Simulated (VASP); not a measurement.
# FeO (Fm-3m) in VASP: a series of runs

The runs below take FeO through single point, with PBE+D4, BLYP+D4.

Everything below comes from runs of VASP 6.6.1. Logs are shortened: lines on timing, memory, paths and dates and some standing lists are left out, and cuts for length are marked.

### 1 The cell of the first run

The structure is cubic, space group Fm-3m (No. 225). The conventional cell has a = 4.368 Å, b = 4.368 Å, c = 4.368 Å, α = 90.00°, β = 90.00°, γ = 90.00°. Within 2.9 Å of Fe (site symmetry m-3m) lie 6 O at 2.18 Å. Within 2.9 Å of O (site symmetry m-3m) lie 6 Fe at 2.18 Å.

### 2 Single point, PBE+D4, collinear spin, ferromagnetic start

INCAR

```
SYSTEM = FeO
PREC     = Accurate       ! precision mode
ENCUT    = 700            ! plane-wave cutoff, eV
EDIFF    = 1E-6           ! SCF threshold, eV
ISMEAR   = -1             ! smearing method
SIGMA    = 0.05           ! smearing width, eV
LREAL    = .FALSE.        ! projectors in reciprocal space
LASPH    = .TRUE.         ! aspherical terms in the spheres
NELM     = 200            ! most SCF steps
ALGO     = Normal         ! electronic algorithm
ISIF     = 2              ! what is computed and relaxed
LWAVE    = .FALSE.        ! write WAVECAR
LCHARG   = .TRUE.         ! write CHGCAR
ISPIN    = 2              ! spin polarisation
MAGMOM   = 3 0            ! initial moments
LORBIT   = 11             ! projections on sites
LMAXMIX  = 4              ! l up to which the mixer works
GGA      = PE             ! functional
IVDW     = 13             ! dispersion correction
LELF     = .TRUE.         ! ELF
LVHAR    = .TRUE.       
NBANDS   = 22             ! bands
GGA_COMPAT= .FALSE.
```

KPOINTS

```
regular mesh
0
G
  11 11 11
  0 0 0
```

POSCAR

```
FeO
1.0
    0.0000000000      2.1837637790      2.1837637790
    2.1837637790      0.0000000000      2.1837637790
    2.1837637790      2.1837637790      0.0000000000
Fe O
1 1
Direct
    0.0000000000      0.0000000000      0.0000000000
    0.5000000000      0.5000000000      0.5000000000
```

Potentials or basis: VASP PAW PBE potentials, release 64 (Fe_sv, O).

The run is started by

```bash
> cat potpaw_PBE.64/Fe_sv/POTCAR potpaw_PBE.64/O/POTCAR > POTCAR
> mpirun -np 1 vasp_std > vasp.out
```

OUTCAR:

```text
SYSTEM = FeO
   PREC = Accurate
   ENCUT = 700
   EDIFF = 1E-6
   ISMEAR = -1
   LREAL = .FALSE.
   LASPH = .TRUE.
   NELM = 200
   ISIF = 2
   ISPIN = 2
   LORBIT = 11
   GGA = PE
   IVDW = 13

 ion  position               nearest neighbor table
   1  0.000  0.000  0.000-   2 2.18   2 2.18   2 2.18   2 2.18   2 2.18   2 2.18
   2  0.500  0.500  0.500-   1 2.18   1 2.18   1 2.18   1 2.18   1 2.18   1 2.18

  LATTYP: Found a face centered cubic cell.
 ALAT       =     4.3675275580

  Lattice vectors:

 A1 = (   0.0000000000,   2.1837637790,   2.1837637790)
 A2 = (   2.1837637790,   0.0000000000,   2.1837637790)
 A3 = (   2.1837637790,   2.1837637790,   0.0000000000)

Analysis of symmetry for initial positions (statically):
=====================================================================
 Subroutine PRICEL returns:
 Original cell was already a primitive cell.

 Routine SETGRP: Setting up the symmetry group for a
 face centered cubic supercell.

 Subroutine GETGRP returns: Found 48 space group operations
 (whereof 48 operations were pure point group operations)
 out of a pool of 48 trial point group operations.

The static configuration has the point symmetry O_h .

Analysis of symmetry for dynamics (positions and initial velocities):
=====================================================================
 Subroutine PRICEL returns:
 Original cell was already a primitive cell.

 Routine SETGRP: Setting up the symmetry group for a
 face centered cubic supercell.

 Subroutine GETGRP returns: Found 48 space group operations
 (whereof 48 operations were pure point group operations)
 out of a pool of 48 trial point group operations.

The dynamic configuration has the point symmetry O_h .

Analysis of structural, dynamic, and magnetic symmetry:
=====================================================================
 Subroutine PRICEL returns:
 Original cell was already a primitive cell.

 Routine SETGRP: Setting up the symmetry group for a
 face centered cubic supercell.

 Subroutine GETGRP returns: Found 48 space group operations
 (whereof 48 operations were pure point group operations)
 out of a pool of 48 trial point group operations.

The overall configuration has the point symmetry O_h .

 Subroutine INISYM returns: Found 48 space group operations
 (whereof 48 operations are pure point group operations),
 and found     1 'primitive' translations

----------------------------------------------------------------------------------------

                                     Primitive cell

  volume of cell :      20.8280

  direct lattice vectors                    reciprocal lattice vectors
     0.000000000  2.183763779  2.183763779    -0.228962493  0.228962493  0.228962493
     2.183763779  0.000000000  2.183763779     0.228962493 -0.228962493  0.228962493
     2.183763779  2.183763779  0.000000000     0.228962493  0.228962493 -0.228962493

  length of vectors
     3.088308353  3.088308353  3.088308353     0.396574672  0.396574672  0.396574672

  position of ions in fractional coordinates (direct lattice)
     0.000000000  0.000000000  0.000000000
     0.500000000  0.500000000  0.500000000

  ion indices of the primitive-cell ions
   primitive index   ion index
                 1           1
                 2           2

----------------------------------------------------------------------------------------

 KPOINTS: regular mesh

Automatic generation of k-mesh.
 Grid dimensions read from file:
 generate k-points for:   11   11   11

 Generating k-lattice:

  Cartesian coordinates                     Fractional coordinates (reciprocal lattice)
    -0.020814772  0.020814772  0.020814772     0.090909091  0.000000000  0.000000000
     0.020814772 -0.020814772  0.020814772     0.000000000  0.090909091  0.000000000
     0.020814772  0.020814772 -0.020814772     0.000000000  0.000000000  0.090909091

  Length of vectors
     0.036052243  0.036052243  0.036052243

  Shift w.r.t. Gamma in fractional coordinates (k-lattice)
     0.000000000  0.000000000  0.000000000

 Subroutine IBZKPT returns following result:
 ===========================================

 Found     56 irreducible k-points:

 Following reciprocal coordinates:
            Coordinates               Weight
  0.000000  0.000000  0.000000      1.000000
  0.090909  0.000000  0.000000      8.000000
  0.181818  0.000000  0.000000      8.000000
  0.272727  0.000000  0.000000      8.000000
  0.363636  0.000000  0.000000      8.000000
  0.454545  0.000000  0.000000      8.000000
[... 16 lines left out ...]
 -0.272727  0.181818  0.000000     24.000000
 -0.181818  0.181818  0.000000     12.000000
 [... further k-points ...]
   k-points           NKPTS =     56   k-points in BZ     NKDIM =     56   number of bands    NBANDS=     22
   number of dos      NEDOS =    301   number of ions     NIONS =      2
   total plane-waves  NPLWV =  21952
   dimension x,y,z NGX =    28 NGY =   28 NGZ =   28
   dimension x,y,z NGXF=    56 NGYF=   56 NGZF=   56
   ions per type =               1   1
   NGX,Y,Z   is equivalent  to a cutoff of  15.07, 15.07, 15.07 a.u.
   NGXF,Y,Z  is equivalent  to a cutoff of  30.15, 30.15, 30.15 a.u.
 SYSTEM =  FeO
   PREC   = accura    normal or accurate (medium, high low for compatibility)
   ISTART =      0    job   : 0-new  1-cont  2-samecut
   ICHARG =      2    charge: 1-file 2-atom 10-const
   ISPIN  =      2    spin polarized calculation?
   LNONCOLLINEAR =      F non collinear calculations
   LSORBIT =      F    spin-orbit coupling
   LASPH  =      T    aspherical Exc in radial PAW
   ENCUT  =  700.0 eV  51.45 Ry    7.17 a.u.   6.66  6.66  6.66*2*pi/ulx,y,z
   NELM   =    200;   NELMIN=  2; NELMDL= -5     # of ELM steps
   EDIFF  = 0.1E-05   stopping-criterion for ELM
   LREAL  =      F    real-space projection
[... 7 lines left out ...]
   TEBEG  =    0.0;   TEEND  =   0.0 temperature during run
   PSTRESS=    0.0 pullay stress
   NELECT =      22.0000    total number of electrons
   NUPDOWN=      -1.0000    fix difference up-down
   EMIN   =  10.00;   EMAX   =-10.00  energy-range for DOS
   EFERMI =   0.00;   METHOD = LEGACY
   ISMEAR =    -1;   SIGMA  =   0.05  broadening in eV -4-tet -1-fermi 0-gaus
   EFERMI_NEDOS =   21; number of points for ismear=-14 and -15
   IALGO  =     38    algorithm
   IMIX   =      4    mixing-type and parameters
     AMIX     =   0.40;   BMIX     =  1.00
     AMIX_MAG =   1.60;   BMIX_MAG =  1.00
  volume/ion in A,a.u.               =      10.41        70.28
  Fermi-wavevector in a.u.,A,eV,Ry     =   1.667247  3.150641 37.820307  2.779714
  Thomas-Fermi vector in A             =   2.753302
   LORBIT       =     11    0 simple, 1 ext, 2 COOP (PROOUT), +10 PAW based schemes
   GGA     = PE    functional components
   LHFCALC =     F    Hartree Fock is set to
   AEXX    =    0.0000 exact exchange contribution
   IVDW    =    13    specifies the selected vdW correction
   LEPSILON=     F    determine dielectric tensor
   LRPA    =     F    only Hartree local field effects (RPA)
 spin polarized calculation
  energy-cutoff  :      700.00
  volume of cell :       20.83
 maximum number of plane-waves:       895
   NGX = 13   NGY = 13   NGZ = 13

 number of electron      21.9999990 magnetization       4.0014177

 Free energy of the ion-electron system (eV)
  ---------------------------------------------------
  ext. energy  EPLUGINS =         0.00000000
  ---------------------------------------------------
  free energy    TOTEN  =       -15.02510610 eV

  energy without entropy =      -15.01272954  energy(sigma->0) =      -15.01891782

 E-fermi :   9.2644     XC(G=0): -12.2996

 val. band max:        9.2608875649   @ k =  -0.2727   0.1818   0.0000
 cond. band min:       9.2667889749   @ k =  -0.3636   0.2727   0.0909
 fundamental gap:      0.0059014100
 Fermi energy:         9.2644339402

 spin component 1

 k-point     1 :       0.0000    0.0000    0.0000
  band No.  band energies     occupation
      1     -80.6694      1.00000
      2     -46.6964      1.00000
      3     -46.6964      1.00000
      4     -46.6964      1.00000
      5     -11.2100      1.00000
      6       5.4288      1.00000
[... 14 lines left out ...]
     21      29.1079      0.00000
     22      32.3821      0.00000

 k-point     2 :       0.0909    0.0000    0.0000
  band No.  band energies     occupation
      1     -80.6691      1.00000
      2     -46.6999      1.00000
      3     -46.6968      1.00000
      4     -46.6968      1.00000
      5     -11.1344      1.00000
      6       4.6301      1.00000
[... 14 lines left out ...]
     21      30.1596      0.00000
     22      33.5739      0.00000

 k-point     3 :       0.1818    0.0000    0.0000
  band No.  band energies     occupation
      1     -80.6681      1.00000
      2     -46.7092      1.00000
      3     -46.6981      1.00000
      4     -46.6981      1.00000
      5     -10.9245      1.00000
      6       3.4309      1.00000
[... 14 lines left out ...]
     21      32.4751      0.00000
     22      35.5761      0.00000
[... 476 lines left out ...]
 k-point    23 :      -0.2727    0.1818    0.0000
  band No.  band energies     occupation
      1     -80.6655      1.00000
      2     -46.7276      1.00000
      3     -46.7103      1.00000
      4     -46.7012      1.00000
      5     -10.3233      1.00000
      6       1.6573      1.00000
[... 14 lines left out ...]
     21      34.9359      0.00000
     22      36.6128      0.00000

 k-point    24 :      -0.1818    0.1818    0.0000
  band No.  band energies     occupation
      1     -80.6665      1.00000
      2     -46.7200      1.00000
      3     -46.7065      1.00000
      4     -46.6993      1.00000
      5     -10.5604      1.00000
      6       2.1807      1.00000
[... 14 lines left out ...]
     21      34.9002      0.00000
     22      36.6630      0.00000

 [... further k-points ...]

 spin component 2

 k-point     1 :       0.0000    0.0000    0.0000
  band No.  band energies     occupation
      1     -76.5058      1.00000
      2     -42.6254      1.00000
      3     -42.6254      1.00000
      4     -42.6254      1.00000
      5     -10.7002      1.00000
      6       6.0526      1.00000
[... 14 lines left out ...]
     21      30.6818      0.00000
     22      33.4776      0.00000

 k-point     2 :       0.0909    0.0000    0.0000
  band No.  band energies     occupation
      1     -76.5054      1.00000
      2     -42.6298      1.00000
      3     -42.6259      1.00000
      4     -42.6259      1.00000
      5     -10.6234      1.00000
      6       5.4263      1.00000
[... 14 lines left out ...]
     21      31.5144      0.00000
     22      34.7956      0.00000

 k-point     3 :       0.1818    0.0000    0.0000
  band No.  band energies     occupation
      1     -76.5042      1.00000
      2     -42.6417      1.00000
      3     -42.6275      1.00000
      4     -42.6275      1.00000
      5     -10.4100      1.00000
      6       4.2210      1.00000
[... 14 lines left out ...]
     21      33.4530      0.00000
     22      36.8257      0.00000
[... 476 lines left out ...]
 k-point    23 :      -0.2727    0.1818    0.0000
  band No.  band energies     occupation
      1     -76.5011      1.00000
      2     -42.6648      1.00000
      3     -42.6427      1.00000
      4     -42.6312      1.00000
      5      -9.7932      1.00000
      6       2.4658      1.00000
[... 14 lines left out ...]
     21      35.5286      0.00000
     22      37.3920      0.00000

 k-point    24 :      -0.1818    0.1818    0.0000
  band No.  band energies     occupation
      1     -76.5023      1.00000
      2     -42.6553      1.00000
      3     -42.6381      1.00000
      4     -42.6289      1.00000
      5     -10.0374      1.00000
      6       3.0281      1.00000
[... 14 lines left out ...]
     21      35.6578      0.00000
     22      37.4099      0.00000

 [... further k-points ...]

------------------------ aborting loop because EDIFF is reached ----------------------------------------

  DFT-D4 for vdW energy calculation

  Edisp (eV):   -0.65025

  FORCE on cell =-STRESS in cart. coord.  units (eV):
  Direction    XX          YY          ZZ          XY          YZ          ZX
  --------------------------------------------------------------------------------------
  -------------------------------------------------------------------------------------
  Total      -1.54948    -1.54948    -1.54948     0.00000    -0.00000    -0.00000
  in kB    -119.19257  -119.19257  -119.19257     0.00000    -0.00000    -0.00000
  external pressure =     -119.19 kB  Pullay stress =        0.00 kB

 VOLUME and BASIS-vectors are now :
 -----------------------------------------------------------------------------
  energy-cutoff  :      700.00
  volume of cell :       20.83
      direct lattice vectors                 reciprocal lattice vectors
     0.000000000  2.183763779  2.183763779    -0.228962493  0.228962493  0.228962493
     2.183763779  0.000000000  2.183763779     0.228962493 -0.228962493  0.228962493
     2.183763779  2.183763779  0.000000000     0.228962493  0.228962493 -0.228962493

 POSITION                                       TOTAL-FORCE (eV/Angst)
 -----------------------------------------------------------------------------------
      0.00000      0.00000      0.00000        -0.000000      0.000000      0.000000
      2.18376      2.18376      2.18376         0.000000     -0.000000     -0.000000
 -----------------------------------------------------------------------------------
    total drift:                                0.000000      0.000000      0.000000

  FREE ENERGIE OF THE ION-ELECTRON SYSTEM (eV)
  ---------------------------------------------------
  free  energy   TOTEN  =       -15.6753598467 eV

  energy  without entropy=      -15.6629832891  energy(sigma->0) =      -15.66917157

 total charge

# of ion       s       p       d       tot
------------------------------------------
    1        2.099   5.994   5.508  13.601
    2        1.552   3.421   0.000   4.973
--------------------------------------------------
tot          3.651   9.415   5.508  18.574

 magnetization (x)

# of ion       s       p       d       tot
------------------------------------------
    1        0.015   0.010   3.455   3.480
    2        0.029   0.259   0.000   0.288
--------------------------------------------------
tot          0.044   0.270   3.455   3.768
```

It took 42 s on 1 thread of Intel Xeon 6975P-C (Granite Rapids), shared host; peak memory 0.2 GiB.

Results:

```yaml
Free_energy: -15.6754 eV
Pressure: -11.9 GPa
Band_gap_on_the_k_mesh: zero (filled and empty bands overlap)
Net_moment: 4.00 μB per cell
Site_moments: Fe +3.48; O +0.29 μB
Valence_electrons_inside_the_program's_atomic_spheres: Fe 13.60; O 4.97
Dispersion_energy_per_atom: -0.325 eV
```

Caveat: the cell stands under tension; a cell with one magnetic atom can't hold antiferromagnetic order, which such compounds often take; semilocal functionals often make such compounds metallic where correlation or magnetic order opens a gap, which also shifts bond lengths. With open d or f shells a metallic result of PBE can be an artefact of self-interaction; +U or a hybrid may open a gap.

### 3 Single point, BLYP+D4, collinear spin, ferromagnetic start

This run uses another cell than the first one, of 10.61 Å³/atom.

INCAR

```
SYSTEM = FeO
  AGGAC = 1.0
  AGGAX = 1.0
  ALDAC = 0.0
  ALDAX = 1.0
  ALGO = Normal
  EDIFF = 1E-6
  ENCUT = 700
  GGA = B5
  GGA_COMPAT = .False.
  ISIF = 2
  ISMEAR = -1
  ISPIN = 2
  IVDW = 13
  LASPH = .True.
  LCHARG = .True.
  LELF = .True.
  LMAXMIX = 4
  LORBIT = 11
  LREAL = .False.
  LVHAR = .True.
  LWAVE = .False.
  MAGMOM = 3 0
  NBANDS = 22
  NELM = 200
  PREC = Accurate
  SIGMA = 0.05
  VDW_A1 = 0.44488865
  VDW_A2 = 4.0933009
  VDW_S6 = 1.0
  VDW_S8 = 2.34076671
```

KPOINTS

```
k-points
0
Gamma
  11 11 11
  0 0 0
```

POSCAR

```
FeO
1.0
    0.0000000000      2.1976734774      2.1976734774
    2.1976734774      0.0000000000      2.1976734774
    2.1976734774      2.1976734774      0.0000000000
Fe O
1 1
Direct
    0.0000000000      0.0000000000      0.0000000000
    0.5000000000      0.5000000000      0.5000000000
```

Potentials or basis: VASP PAW PBE potentials, release 64 (Fe_sv, O).

The run is started by

```bash
> cat potpaw_PBE.64/Fe_sv/POTCAR potpaw_PBE.64/O/POTCAR > POTCAR
> mpirun -np 1 vasp_std > vasp.out
```

Run time: 57 s. Hardware: 1 thread of Intel Xeon 6975P-C (Granite Rapids), shared host; peak memory 0.21 GiB.

It converged, with:

```
Free energy                                           : -15.2158 eV
Pressure                                              : -12.1 GPa
Band gap on the k mesh                                : zero (filled and empty bands overlap)
Net moment                                            : 4.00 μB per cell
Site moments                                          : Fe +3.46; O +0.31 μB
Valence electrons inside the program's atomic spheres : Fe 13.62; O 4.98
Dispersion energy per atom                            : -0.612 eV
```

Levels at points of the mesh, in eV from the Fermi level:
Spin up:
```csv
k point,band 10,band 11,band 12,band 13,band 14,band 15,band 16,band 17
"(0.00, 0.00, 0.00)",-3.59,-3.59,-3.49,-3.49,0.13,15.85,16.92,16.92
```
Spin down:
| k point | band 6 | band 7 | band 8 | band 9 | band 10 | band 11 | band 12 | band 13 |
| --- | --- | --- | --- | --- | --- | --- | --- | --- |
| (0.00, 0.00, 0.00) | -3.05 | -3.05 | -3.05 | -0.66 | -0.66 | -0.66 | 0.22 | 0.22 |

Caveat: the cell stands under tension; the PAW data sets were made with another functional, which shifts forces and pressure a little; a cell with one magnetic atom can't hold antiferromagnetic order, which such compounds often take; semilocal functionals often make such compounds metallic where correlation or magnetic order opens a gap, which also shifts bond lengths.

(Part 1 of 2 ends here.)

The gap in the log of VASP goes by the Fermi energy; the results here count the filled bands.